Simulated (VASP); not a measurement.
# TePb (Pm-3m) in VASP: notebook

Runs on TePb. Level: PBEsol. Tasks: electric field gradients.

Program: VASP 6.6.1. These are calculated values, not measurements. Logs are shortened: lines on timing, memory, paths and dates and some standing lists are left out, and cuts for length are marked.

**1. The cell of the first run**

The structure is cubic, space group Pm-3m (No. 221). The conventional cell has a = 3.067 Å, b = 3.067 Å, c = 3.067 Å, α = 90.00°, β = 90.00°, γ = 90.00°. Within 3.5 Å of Te (site symmetry m-3m) lie 8 Pb at 2.66 Å and 6 Te at 3.07 Å. Pb (site symmetry m-3m) has 8 Te at 2.66 Å and 6 Pb at 3.07 Å within 3.5 Å.

**2. Electric field gradients, PBEsol (volume scaled by 0.45)**

Contents of INCAR:

```
SYSTEM = TePb
PREC = Accurate ; ENCUT = 400
EDIFF = 1E-8 ; ISMEAR = -1
SIGMA = 0.05 ; LREAL = .FALSE.
LASPH = .TRUE. ; NELM = 120
ALGO = Normal ; ISIF = 2
LWAVE = .FALSE. ; LCHARG = .FALSE.
GGA = PS ; LEFG = .TRUE.
NBANDS = 17 ; GGA_COMPAT = .FALSE.
```

Contents of KPOINTS:

```
Automatic mesh
0
G
  9 9 9
  0 0 0
```

Contents of POSCAR:

```
TePb
1.0
    3.0669902792      0.0000000000      0.0000000000
    0.0000000000      3.0669902792      0.0000000000
    0.0000000000      0.0000000000      3.0669902792
Te Pb
1 1
Direct
    0.5000000000      0.5000000000      0.5000000000
    0.0000000000      0.0000000000      0.0000000000
```

Potentials or basis: VASP PAW PBE potentials, release 64 (Te, Pb_d).

Launch:

```console
> cat potpaw_PBE.64/Te/POTCAR potpaw_PBE.64/Pb_d/POTCAR > POTCAR
> mpirun -np 1 vasp_std > vasp.out
```

OUTCAR:

```text
SYSTEM = TePb
   PREC = Accurate
   ENCUT = 400
   EDIFF = 1E-8
   ISMEAR = -1
   LREAL = .FALSE.
   LASPH = .TRUE.
   NELM = 120
   ISIF = 2
   GGA = PS

 ion  position               nearest neighbor table
   1  0.500  0.500  0.500-   2 2.66   2 2.66   2 2.66   2 2.66   2 2.66   2 2.66   2 2.66   2 2.66

   2  0.000  0.000  0.000-   1 2.66   1 2.66   1 2.66   1 2.66   1 2.66   1 2.66   1 2.66   1 2.66

  LATTYP: Found a simple cubic cell.
 ALAT       =     3.0669902792

  Lattice vectors:

 A1 = (   3.0669902792,   0.0000000000,   0.0000000000)
 A2 = (   0.0000000000,   3.0669902792,   0.0000000000)
 A3 = (   0.0000000000,   0.0000000000,   3.0669902792)

Analysis of symmetry for initial positions (statically):
=====================================================================
 Subroutine PRICEL returns:
 Original cell was already a primitive cell.

 Routine SETGRP: Setting up the symmetry group for a
 simple cubic supercell.

 Subroutine GETGRP returns: Found 48 space group operations
 (whereof 48 operations were pure point group operations)
 out of a pool of 48 trial point group operations.

The static configuration has the point symmetry O_h .

Analysis of symmetry for dynamics (positions and initial velocities):
=====================================================================
 Subroutine PRICEL returns:
 Original cell was already a primitive cell.

 Routine SETGRP: Setting up the symmetry group for a
 simple cubic supercell.

 Subroutine GETGRP returns: Found 48 space group operations
 (whereof 48 operations were pure point group operations)
 out of a pool of 48 trial point group operations.

The dynamic configuration has the point symmetry O_h .

 Subroutine INISYM returns: Found 48 space group operations
 (whereof 48 operations are pure point group operations),
 and found     1 'primitive' translations

----------------------------------------------------------------------------------------

                                     Primitive cell

  volume of cell :      28.8494

  direct lattice vectors                    reciprocal lattice vectors
     3.066990279  0.000000000  0.000000000     0.326052550  0.000000000  0.000000000
     0.000000000  3.066990279  0.000000000     0.000000000  0.326052550  0.000000000
     0.000000000  0.000000000  3.066990279     0.000000000  0.000000000  0.326052550

  length of vectors
     3.066990279  3.066990279  3.066990279     0.326052550  0.326052550  0.326052550

  position of ions in fractional coordinates (direct lattice)
     0.500000000  0.500000000  0.500000000
     0.000000000  0.000000000  0.000000000

  ion indices of the primitive-cell ions
   primitive index   ion index
                 1           1
                 2           2

----------------------------------------------------------------------------------------

 KPOINTS: Automatic mesh

Automatic generation of k-mesh.
 Grid dimensions read from file:
 generate k-points for:    9    9    9

 Generating k-lattice:

  Cartesian coordinates                     Fractional coordinates (reciprocal lattice)
     0.036228061  0.000000000  0.000000000     0.111111111  0.000000000  0.000000000
     0.000000000  0.036228061  0.000000000     0.000000000  0.111111111  0.000000000
     0.000000000  0.000000000  0.036228061     0.000000000  0.000000000  0.111111111

  Length of vectors
     0.036228061  0.036228061  0.036228061

  Shift w.r.t. Gamma in fractional coordinates (k-lattice)
     0.000000000  0.000000000  0.000000000

 Subroutine IBZKPT returns following result:
 ===========================================

 Found     35 irreducible k-points:

 Following reciprocal coordinates:
            Coordinates               Weight
  0.000000  0.000000  0.000000      1.000000
  0.111111  0.000000  0.000000      6.000000
  0.222222  0.000000  0.000000      6.000000
  0.333333  0.000000  0.000000      6.000000
  0.444444  0.000000  0.000000      6.000000
  0.111111  0.111111  0.000000     12.000000
[... 16 lines left out ...]
  0.333333  0.333333  0.111111     24.000000
  0.444444  0.333333  0.111111     48.000000
 [... further k-points ...]
   k-points           NKPTS =     35   k-points in BZ     NKDIM =     35   number of bands    NBANDS=     17
   number of dos      NEDOS =    301   number of ions     NIONS =      2
   total plane-waves  NPLWV =   8000
   dimension x,y,z NGX =    20 NGY =   20 NGZ =   20
   dimension x,y,z NGXF=    40 NGYF=   40 NGZF=   40
   ions per type =               1   1
   NGX,Y,Z   is equivalent  to a cutoff of  10.84, 10.84, 10.84 a.u.
   NGXF,Y,Z  is equivalent  to a cutoff of  21.68, 21.68, 21.68 a.u.
 SYSTEM =  TePb
   PREC   = accura    normal or accurate (medium, high low for compatibility)
   ISTART =      0    job   : 0-new  1-cont  2-samecut
   ICHARG =      2    charge: 1-file 2-atom 10-const
   ISPIN  =      1    spin polarized calculation?
   LNONCOLLINEAR =      F non collinear calculations
   LSORBIT =      F    spin-orbit coupling
   LASPH  =      T    aspherical Exc in radial PAW
   ENCUT  =  400.0 eV  29.40 Ry    5.42 a.u.   5.00  5.00  5.00*2*pi/ulx,y,z
   NELM   =    120;   NELMIN=  2; NELMDL= -5     # of ELM steps
   EDIFF  = 0.1E-07   stopping-criterion for ELM
   LREAL  =      F    real-space projection
   EDIFFG = 0.1E-06   stopping-criterion for IOM
   NSW    =      0    number of steps for IOM
   IBRION =     -1    ionic relax: 0-MD 1-quasi-New 2-CG
   NFREE  =      0    steps in history (QN), initial steepest desc. (CG)
   ISIF   =      2    stress and relaxation
   ISYM   =      2    0-nonsym 1-usesym 2-fastsym
   POTIM  = 0.5000    time-step for ionic-motion
   TEBEG  =    0.0;   TEEND  =   0.0 temperature during run
   PSTRESS=    0.0 pullay stress
   NELECT =      20.0000    total number of electrons
   NUPDOWN=      -1.0000    fix difference up-down
   EMIN   =  10.00;   EMAX   =-10.00  energy-range for DOS
   EFERMI =   0.00;   METHOD = LEGACY
   ISMEAR =    -1;   SIGMA  =   0.05  broadening in eV -4-tet -1-fermi 0-gaus
   EFERMI_NEDOS =   21; number of points for ismear=-14 and -15
   IALGO  =     38    algorithm
   IMIX   =      4    mixing-type and parameters
     AMIX     =   0.40;   BMIX     =  1.00
     AMIX_MAG =   1.60;   BMIX_MAG =  1.00
  volume/ion in A,a.u.               =      14.42        97.34
  Fermi-wavevector in a.u.,A,eV,Ry     =   1.448902  2.738028 28.562953  2.099318
  Thomas-Fermi vector in A             =   2.566690
   LORBIT       =      0    0 simple, 1 ext, 2 COOP (PROOUT), +10 PAW based schemes
   GGA     = PS    functional components
   LHFCALC =     F    Hartree Fock is set to
   AEXX    =    0.0000 exact exchange contribution
   IVDW    =     0    specifies the selected vdW correction
   LEPSILON=     F    determine dielectric tensor
   LRPA    =     F    only Hartree local field effects (RPA)
 non-spin polarized calculation
  energy-cutoff  :      400.00
  volume of cell :       28.85
 maximum number of plane-waves:       540
   NGX = 11   NGY = 11   NGZ = 11

 number of electron      20.0000012 magnetization

 Free energy of the ion-electron system (eV)
  ---------------------------------------------------
  ext. energy  EPLUGINS =         0.00000000
  ---------------------------------------------------
  free energy    TOTEN  =         1.43927733 eV

  energy without entropy =        1.44814771  energy(sigma->0) =        1.44371252

 E-fermi :  20.1444     XC(G=0): -13.9234

 val. band max:       20.1207007751   @ k =   0.4444   0.4444   0.2222
 cond. band min:      20.1649641014   @ k =   0.4444   0.1111   0.0000
 fundamental gap:      0.0442633263
 Fermi energy:        20.1443604103

 k-point     1 :       0.0000    0.0000    0.0000
  band No.  band energies     occupation
      1      -0.9443      2.00000
      2       0.6554      2.00000
      3       0.6554      2.00000
      4       1.6344      2.00000
      5       1.6344      2.00000
      6       1.6344      2.00000
[... 9 lines left out ...]
     16      33.0444      0.00000
     17      33.0444      0.00000

 k-point     2 :       0.1111    0.0000    0.0000
  band No.  band energies     occupation
      1      -0.7187      2.00000
      2       0.6637      2.00000
      3       0.7334      2.00000
      4       1.5742      2.00000
      5       1.5742      2.00000
      6       1.6344      2.00000
[... 9 lines left out ...]
     16      31.2611      0.00000
     17      32.0071      0.00000
[... 421 lines left out ...]
 k-point    24 :       0.4444    0.3333    0.1111
  band No.  band energies     occupation
      1       0.1753      2.00000
      2       1.0660      2.00000
      3       1.1778      2.00000
      4       1.3036      2.00000
      5       1.8054      2.00000
      6       5.6962      2.00000
[... 9 lines left out ...]
     16      32.2559      0.00000
     17      33.3319      0.00000

 [... further k-points ...]
[... 5 lines left out ...]
  --------------------------------------------------------------------------------------
  -------------------------------------------------------------------------------------
  Total       35.3258133     35.3258133     35.3258133     -0.0000000      0.0000000     -0.0000000
  in kB     1961.8488933   1961.8488933   1961.8488933     -0.0000000      0.0000000     -0.0000000
  external PRESSURE =    1961.8488933 kB  Pullay stress =       0.0000000 kB

 VOLUME and BASIS-vectors are now :
 -----------------------------------------------------------------------------
  energy-cutoff  :      400.00
  volume of cell :       28.85
      direct lattice vectors                 reciprocal lattice vectors
     3.066990279  0.000000000  0.000000000     0.326052550  0.000000000  0.000000000
     0.000000000  3.066990279  0.000000000     0.000000000  0.326052550  0.000000000
     0.000000000  0.000000000  3.066990279     0.000000000  0.000000000  0.326052550

 POSITION                                       TOTAL-FORCE (eV/Angst)
 -----------------------------------------------------------------------------------
      1.53350      1.53350      1.53350         0.000000      0.000000      0.000000
      0.00000      0.00000      0.00000         0.000000      0.000000      0.000000
 -----------------------------------------------------------------------------------
    total drift:                               -0.000000      0.000000     -0.000000

  FREE ENERGIE OF THE ION-ELECTRON SYSTEM (eV)
  ---------------------------------------------------
  free  energy   TOTEN  =         1.4392773295 eV

  energy  without entropy=        1.4481477110  energy(sigma->0) =        1.44371252

 Electric field gradients (V/A^2)
---------------------------------------------------------------------
 ion       V_xx      V_yy      V_zz      V_xy      V_xz      V_yz
---------------------------------------------------------------------
   1       0.000     0.000     0.000    -0.000     0.000     0.000
   2       0.000    -0.000    -0.000    -0.000    -0.000     0.000
---------------------------------------------------------------------

 Electric field gradients after diagonalization (V/A^2)
 (convention: |V_zz| > |V_xx| > |V_yy|)
----------------------------------------------------------------------
 ion       V_xx      V_yy      V_zz     asymmetry (V_yy - V_xx)/ V_zz
----------------------------------------------------------------------
   1       0.000     0.000     0.000      -0.123
   2       0.000    -0.000    -0.000       0.206
----------------------------------------------------------------------

           NMR quadrupolar parameters

 Cq : quadrupolar parameter    Cq=e*Q*V_zz/h
 eta: asymmetry parameters     (V_yy - V_xx)/ V_zz
 Q  : nuclear electric quadrupole moment in mb (millibarn)
----------------------------------------------------------------------
 ion       Cq(MHz)       eta       Q (mb)
----------------------------------------------------------------------
   1       0.000      -0.123       1.000
   2      -0.000       0.206       1.000
----------------------------------------------------------------------
```

Run time: 7.7 s. Hardware: 1 thread of AMD EPYC 9R45 (Zen 5), shared host; peak memory 0.1 GiB.

Results:

* Free energy: 1.4393 eV
* Pressure: 196.2 GPa
* Band gap on the k mesh: zero (band 10 reaches 22.57 eV, above the bottom of band 11 at 16.16 eV)

Levels at points of the mesh, in eV from the Fermi level:
| k point | band 8 | band 9 | band 10 | band 11 | band 12 | band 13 |
| --- | --- | --- | --- | --- | --- | --- |
| (0.00, 0.00, 0.00) | -4.54 | -4.54 | -2.76 | 2.65 | 2.65 | 10.37 |

Caveat: without QUAD_EFG the Cq values of the log hold for a quadrupole moment of 1 mb, not for the nuclei; the PAW data sets were made with another functional, which shifts forces and pressure a little; spin-orbit coupling is left out, which moves the levels of the heavy elements.

(Part 1 of 2 ends here.)
